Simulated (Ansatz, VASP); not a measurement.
Zn4S: VASP beside Ansatz

```
CELL_PARAMETERS angstrom
5.26227 0.00000 0.00000
0.00000 5.26227 0.00000
0.00000 0.00000 3.44803
ATOMIC_POSITIONS crystal
Zn 0.81428 0.81428 0.00000
Zn 0.18572 0.18572 0.00000
Zn 0.18572 0.81428 0.00000
Zn 0.81428 0.18572 0.00000
S 0.00000 0.00000 0.50000
```

Alike in both runs: task single point; functional PBE; k mesh 4 × 4 × 6; occupations gaussian, width 0.1 eV; no spin polarisation.

|  | VASP | Ansatz |
| --- | --- | --- |
| version | VASP 6.6.1 | Ansatz 0.2.0 |
| potentials or method | VASP PAW PBE potentials, release 64 (Zn, S), cutoff 520 eV | scalar-relativistic, plane waves, PAW |
| valence electrons in the cell | 54 | 54 |

Ansatz gave:

```
gap on the k mesh at the Fermi level (eV) : none
rms of the force components (eV/Å)        : 7.282
```

**Question.** What did VASP give for the same quantities?

**Answer.** gap on the k mesh at the Fermi level (eV): none; rms of the force components (eV/Å): 7.508.

Atom by atom the forces differ by 0.226 eV/Å (rms over components). A gap of «none» marks a metal or a gap that the smearing closes.
